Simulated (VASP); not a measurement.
Set up this calculation in VASP 6.6.1, as the native input.

| Item | Value |
| --- | --- |
| Task | single point |
| Functional | revPBE |
| Potentials or basis | VASP PAW PBE potentials, release 64 (Mo_sv) |
| Cutoff | 520 eV |
| k mesh | 15 × 15 × 8 |
| Occupations | fermi-dirac, width 0.1 eV |
| Spin | no spin polarisation |
| Dipole correction | no |
| Further INCAR settings | ALGO = Normal; EDIFF = 1e-07; NBANDS = 21 |

The structure of Mo lies in POSCAR:

```
Mo
1.0
   -1.9988529436      1.9986942284      1.3823681194
    1.9986942284     -1.9988529436      1.3823681194
    3.2910484489      3.2910484489     -1.3826588066
Mo
2
Direct
    0.9999595626      0.0000404374      0.0000000000
    0.7500404374      0.2499595626      0.5000000000
```

These files were run (other wordings do the same):

INCAR

```
PREC = Accurate
ENCUT = 520
EDIFF = 1E-7
ISMEAR = -1
SIGMA = 0.1
LREAL = F
LASPH = T
NELM = 80
ALGO = Normal
ISIF = 2
LWAVE = F
LCHARG = T
GGA = RE
LELF = T
LVHAR = T
NBANDS = 21
```

KPOINTS

```
regular mesh
0
Gamma
  15 15 8
```

Potentials or basis: VASP PAW PBE potentials, release 64 (Mo_sv).

Run with:

```console
$ cat potpaw_PBE.64/Mo_sv/POTCAR > POTCAR
$ mpirun -np 1 vasp_std > vasp.out
```

It gave:

```json
{
  "Pressure": "-20.8 GPa",
  "Band gap on the k mesh": "zero (bands 14 and 15 overlap by 1.18 eV)"
}
```

Caveat: the cell stands under tension; the PAW data sets were made with another functional, which shifts forces and pressure a little.

Wall time 7.6 min on 1 thread of Oxide Virtual Turin-like Processor (shared host), peak memory 0.35 GiB.
